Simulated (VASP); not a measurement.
# CuO (Fm-3m) in VASP: further runs, part 2 of 2

VASP 6.6.1. Earlier steps stand in the parts before.

## Step 3: Relaxation of cell and atoms, PBE+U, collinear spin, target pressure 20 GPa, at which the enthalpy is minimised

This run uses another cell than the first one, of 9.41 Å³/atom.

Input file INCAR:

```
SYSTEM = CuO
  PREC = Accurate
  ENCUT = 600
  EDIFF = 1E-7
  ISMEAR = -1
  SIGMA = 0.1
  LREAL = .False.
  LASPH = .True.
  NELM = 200
  ALGO = Normal
  ISIF = 3
  LWAVE = .False.
  LCHARG = .False.
  ISPIN = 2
  MAGMOM = 1 0
  LORBIT = 11
  LMAXMIX = 4
  LDAU = .True.
  LDAUTYPE = 2
  LDAUL = 2 -1
  LDAUU = 6.39 0
  LDAUJ = 0 0
  LDAUPRINT = 1
  GGA = PE
  IBRION = 2
  NSW = 80
  EDIFFG = -0.01
  PSTRESS = 200.0
  GGA_COMPAT = .False.
  NELMIN = 4
```

Input file KPOINTS:

```
Automatic mesh
0
Gamma
  10 10 10
  0 0 0
```

Input file POSCAR:

```
CuO
1.0
    0.0000000000      2.1111649400      2.1111649400
    2.1111649400      0.0000000000      2.1111649400
    2.1111649400      2.1111649400      0.0000000000
Cu O
1 1
Direct
    0.0000000000      0.0000000000      0.0000000000
    0.5000000000      0.5000000000      0.5000000000
```

Potentials or basis: VASP PAW PBE potentials, release 64 (Cu, O).

Command:

```console
> cat potpaw_PBE.64/Cu/POTCAR potpaw_PBE.64/O/POTCAR > POTCAR
> mpirun -np 1 vasp_std > vasp.out
```

OUTCAR:

```text
SYSTEM = CuO
   PREC = Accurate
   ENCUT = 600
   EDIFF = 1E-7
   ISMEAR = -1
   LREAL = .False.
   LASPH = .True.
   NELM = 200
   ISIF = 3
   ISPIN = 2
   LORBIT = 11
   GGA = PE
   IBRION = 2
   NSW = 80
   EDIFFG = -0.01
   PSTRESS = 200.0
   NELMIN = 4

 ion  position               nearest neighbor table
   1  0.000  0.000  0.000-   2 2.11   2 2.11   2 2.11   2 2.11   2 2.11   2 2.11
   2  0.500  0.500  0.500-   1 2.11   1 2.11   1 2.11   1 2.11   1 2.11   1 2.11

  LATTYP: Found a face centered cubic cell.
 ALAT       =     4.2223298800

  Lattice vectors:

 A1 = (   0.0000000000,   2.1111649400,   2.1111649400)
 A2 = (   2.1111649400,   0.0000000000,   2.1111649400)
 A3 = (   2.1111649400,   2.1111649400,   0.0000000000)

Analysis of symmetry for initial positions (statically):
=====================================================================
 Subroutine PRICEL returns:
 Original cell was already a primitive cell.

 Routine SETGRP: Setting up the symmetry group for a
 face centered cubic supercell.

 Subroutine GETGRP returns: Found 48 space group operations
 (whereof 48 operations were pure point group operations)
 out of a pool of 48 trial point group operations.

The static configuration has the point symmetry O_h .

Analysis of symmetry for dynamics (positions and initial velocities):
=====================================================================
 Subroutine PRICEL returns:
 Original cell was already a primitive cell.

 Routine SETGRP: Setting up the symmetry group for a
 face centered cubic supercell.

 Subroutine GETGRP returns: Found 48 space group operations
 (whereof 48 operations were pure point group operations)
 out of a pool of 48 trial point group operations.

The dynamic configuration has the point symmetry O_h .

Analysis of structural, dynamic, and magnetic symmetry:
=====================================================================
 Subroutine PRICEL returns:
 Original cell was already a primitive cell.

 Routine SETGRP: Setting up the symmetry group for a
 face centered cubic supercell.

 Subroutine GETGRP returns: Found 48 space group operations
 (whereof 48 operations were pure point group operations)
 out of a pool of 48 trial point group operations.

The overall configuration has the point symmetry O_h .

 Subroutine INISYM returns: Found 48 space group operations
 (whereof 48 operations are pure point group operations),
 and found     1 'primitive' translations

----------------------------------------------------------------------------------------

                                     Primitive cell

  volume of cell :      18.8190

  direct lattice vectors                    reciprocal lattice vectors
     0.000000000  2.111164940  2.111164940    -0.236836066  0.236836066  0.236836066
     2.111164940  0.000000000  2.111164940     0.236836066 -0.236836066  0.236836066
     2.111164940  2.111164940  0.000000000     0.236836066  0.236836066 -0.236836066

  length of vectors
[... 111 lines left out ...]
   GGA     = PE    functional components
   LHFCALC =     F    Hartree Fock is set to
   AEXX    =    0.0000 exact exchange contribution
   IVDW    =     0    specifies the selected vdW correction
   LEPSILON=     F    determine dielectric tensor
   LRPA    =     F    only Hartree local field effects (RPA)
 conjugate gradient relaxation of ions
 spin polarized calculation
  energy-cutoff  :      600.00
  volume of cell :       18.82
 maximum number of plane-waves:       636
   NGX = 11   NGY = 11   NGZ = 11

--------------------------------------- Ionic step        1  -------------------------------------------

 number of electron      17.0000002 magnetization       0.9890803

 Free energy of the ion-electron system (eV)
  ---------------------------------------------------
  ext. energy  EPLUGINS =         0.00000000
  ---------------------------------------------------
  free energy    TOTEN  =        -7.53085549 eV

  energy without entropy =       -7.50512140  energy(sigma->0) =       -7.51798844

------------------------ aborting loop because EDIFF is reached ----------------------------------------

  FORCE on cell =-STRESS in cart. coord.  units (eV):
  Direction    XX          YY          ZZ          XY          YZ          ZX
  --------------------------------------------------------------------------------------
  -------------------------------------------------------------------------------------
  Total       -0.0964038     -0.0964038     -0.0964038      0.0000000      0.0000000      0.0000000
  in kB       -8.2074482     -8.2074482     -8.2074482      0.0000000      0.0000000      0.0000000
  external PRESSURE =    -208.2074482 kB  Pullay stress =     200.0000000 kB
[... 135 lines left out ...]
  energy  without entropy=       -7.4056828100  energy(sigma->0) =       -7.41838121

  enthalpy is  TOTEN    =        -5.3106809551 eV   P V=        2.1203986636

atom =   1  type =  1  l = 2

 onsite density matrix

spin component  1

  0.9762  0.0000  0.0000 -0.0000 -0.0000
  0.0000  0.9762 -0.0000  0.0000  0.0000
  0.0000 -0.0000  1.0132 -0.0000  0.0000
 -0.0000  0.0000 -0.0000  0.9762 -0.0000
 -0.0000  0.0000  0.0000 -0.0000  1.0132

spin component  2

  0.9729  0.0000 -0.0000 -0.0000 -0.0000
  0.0000  0.9729  0.0000 -0.0000 -0.0000
 -0.0000  0.0000  0.7329 -0.0000  0.0000
 -0.0000 -0.0000 -0.0000  0.9729 -0.0000
 -0.0000 -0.0000  0.0000 -0.0000  0.7329

 occupancies and eigenvectors

  o =  0.7329  v =  0.0000  0.0000  0.0000  0.0000  0.0000  0.0000 -0.0000 -0.7529 -0.0000  0.6582      0.0000  0.0000  0.0000  0.0000  0.0000  0.0000  0.0000  0.0000  0.0000  0.0000
  o =  0.7329  v =  0.0000  0.0000  0.0000  0.0000  0.0000  0.0000  0.0000 -0.6582 -0.0000 -0.7529      0.0000  0.0000  0.0000  0.0000  0.0000  0.0000  0.0000  0.0000  0.0000  0.0000
  o =  0.9729  v =  0.0000  0.0000  0.0000  0.0000  0.0000  0.0000 -0.6943 -0.0000  0.7196 -0.0000      0.0000  0.0000  0.0000  0.0000  0.0000  0.0000  0.0000  0.0000  0.0000  0.0000
  o =  0.9729  v =  0.0000  0.0000  0.0000  0.0000  0.0000  0.0000  0.7196 -0.0000  0.6943  0.0000      0.0000  0.0000  0.0000  0.0000  0.0000  0.0000  0.0000  0.0000  0.0000  0.0000
  o =  0.9729  v =  0.0000  0.0000  0.0000  0.0000  0.0000  1.0000  0.0000  0.0000  0.0000  0.0000      0.0000  0.0000  0.0000  0.0000  0.0000  0.0000  0.0000  0.0000  0.0000  0.0000
  o =  0.9762  v =  1.0000  0.0000  0.0000  0.0000  0.0000  0.0000  0.0000  0.0000  0.0000  0.0000      0.0000  0.0000  0.0000  0.0000  0.0000  0.0000  0.0000  0.0000  0.0000  0.0000
  o =  0.9762  v =  0.0000 -0.0833  0.0000 -0.9965  0.0000  0.0000  0.0000  0.0000  0.0000  0.0000      0.0000  0.0000  0.0000  0.0000  0.0000  0.0000  0.0000  0.0000  0.0000  0.0000
  o =  0.9762  v =  0.0000  0.9965  0.0000 -0.0833 -0.0000  0.0000  0.0000  0.0000  0.0000  0.0000      0.0000  0.0000  0.0000  0.0000  0.0000  0.0000  0.0000  0.0000  0.0000  0.0000
  o =  1.0132  v =  0.0000  0.0000 -0.2520  0.0000  0.9677  0.0000  0.0000  0.0000  0.0000  0.0000      0.0000  0.0000  0.0000  0.0000  0.0000  0.0000  0.0000  0.0000  0.0000  0.0000
  o =  1.0132  v =  0.0000 -0.0000  0.9677  0.0000  0.2520  0.0000  0.0000  0.0000  0.0000  0.0000      0.0000  0.0000  0.0000  0.0000  0.0000  0.0000  0.0000  0.0000  0.0000  0.0000

--------------------------------------- Ionic step        5  -------------------------------------------

 number of electron      17.0000009 magnetization       0.9765893

 Free energy of the ion-electron system (eV)
  ---------------------------------------------------
  ext. energy  EPLUGINS =         0.00000000
  ---------------------------------------------------
  free energy    TOTEN  =        -7.43458418 eV

  energy without entropy =       -7.40919025  energy(sigma->0) =       -7.42188721

 E-fermi :   6.9642     XC(G=0): -13.0041

 val. band max:        6.9479405142   @ k =   0.3000   0.1000   0.0000
 cond. band min:       6.9897159346   @ k =  -0.4000   0.2000   0.0000
 fundamental gap:      0.0417754203
 Fermi energy:         6.9641909634

 spin component 1

 k-point     1 :       0.0000    0.0000    0.0000
  band No.  band energies     occupation
      1     -13.1848      1.00000
      2       2.0988      1.00000
      3       2.0988      1.00000
      4       2.3734      1.00000
      5       2.3734      1.00000
      6       2.3734      1.00000
      7       4.5429      1.00000
      8       4.5429      1.00000
      9       4.5429      1.00000
     10       9.6866      0.00000
     11      25.8405      0.00000
     12      25.8405      0.00000
[... 790 lines left out ...]
  energy  without entropy=       -7.4091902458  energy(sigma->0) =       -7.42188721

  enthalpy is  TOTEN    =        -5.3106875067 eV   P V=        2.1238966756

 reached required accuracy - stopping structural energy minimisation

 total charge

# of ion       s       p       d       tot
------------------------------------------
    1        0.329   0.385   9.315  10.030
    2        1.567   3.420   0.000   4.987
--------------------------------------------------
tot          1.897   3.805   9.315  15.017

 magnetization (x)

# of ion       s       p       d       tot
------------------------------------------
    1       -0.005   0.005   0.571   0.571
    2        0.010   0.361   0.000   0.370
--------------------------------------------------
tot          0.004   0.366   0.571   0.941
```

Wall time 2.8 min (1 thread of Intel Xeon 8259CL, shared host); peak memory 0.17 GiB.

Results:

```yaml
Free_energy: -7.4346 eV
Relaxed_volume: 8.51 Å³/atom
Relaxed_cell: a = 2.887 Å, b = 2.887 Å, c = 2.887 Å, α = 60.00°, β = 60.00°, γ = 60.00°
Space_group_after_relaxing_to_0.1_Å: Fm-3m (No. 225)
Energy_change_on_relaxing_the_run_minimises_the_enthalpy: +48.1 meV/atom
Ionic_steps: 5
Pressure_after_relaxing: 19.9 GPa
Band_gap_on_the_k_mesh: zero (filled and empty bands overlap)
Net_moment: 0.98 μB per cell
Site_moments: Cu +0.57; O +0.37 μB
Valence_electrons_inside_the_program's_atomic_spheres: Cu 10.03; O 4.99
```

The path:
```tsv
step	energy change (eV)	largest force (eV/Å)	pressure (GPa)	volume (Å³)
1	0.0000	0.0000	-0.82	18.82
2	0.3567	0.0000	44.48	15.68
3	0.0954	0.0000	19.72	17.02
4	0.0998	0.0000	20.24	16.99
5	0.0963	0.0000	19.85	17.01
```

Final structure:
```
Cu O
1.0
     0.00000    2.04140    2.04140
     2.04140    0.00000    2.04140
     2.04140    2.04140    0.00000
Cu O
1 1
Cartesian
  0.0000 0.0000 0.0000
  2.0414 2.0414 2.0414
```

Levels at points of the mesh, in eV from the Fermi level:
Spin up:
| k point | band 5 | band 6 | band 7 | band 8 | band 9 | band 10 | band 11 | band 12 | band 13 |
| --- | --- | --- | --- | --- | --- | --- | --- | --- | --- |
| (0.00, 0.00, 0.00) | -4.59 | -4.59 | -2.42 | -2.42 | -2.42 | 2.72 | 18.88 | 18.88 | 18.88 |
| (0.50, 0.00, 0.00) | -3.95 | -3.95 | -2.99 | -0.11 | -0.11 | 6.72 | 11.15 | 15.24 | 15.24 |
| (0.50, 0.50, 0.00) | -3.82 | -3.82 | -3.79 | -3.69 | -3.69 | 7.07 | 11.92 | 12.09 | 18.13 |
Spin down:
| k point | band 6 | band 7 | band 8 | band 9 | band 10 | band 11 |
| --- | --- | --- | --- | --- | --- | --- |
| (0.00, 0.00, 0.00) | -2.12 | -1.74 | -1.74 | -1.74 | 3.00 | 19.00 |
| (0.50, 0.00, 0.00) | -3.26 | -2.55 | 1.62 | 1.62 | 6.83 | 11.63 |
| (0.50, 0.50, 0.00) | -3.23 | -3.23 | -1.74 | -1.04 | 7.22 | 12.21 |

Eigenvalues of the final occupation matrices:
| site | spin | trace | eigenvalues |
| --- | --- | --- | --- |
| site 1 d | 1 | 4.96 | 0.98 0.98 0.98 1.01 1.01 |
| site 1 d | 2 | 4.38 | 0.73 0.73 0.97 0.97 0.97 |

Caveat: the cell is relaxed towards a set pressure, so the run minimises the enthalpy, not the energy; a cell with one magnetic atom can't hold antiferromagnetic order, which such compounds often take.
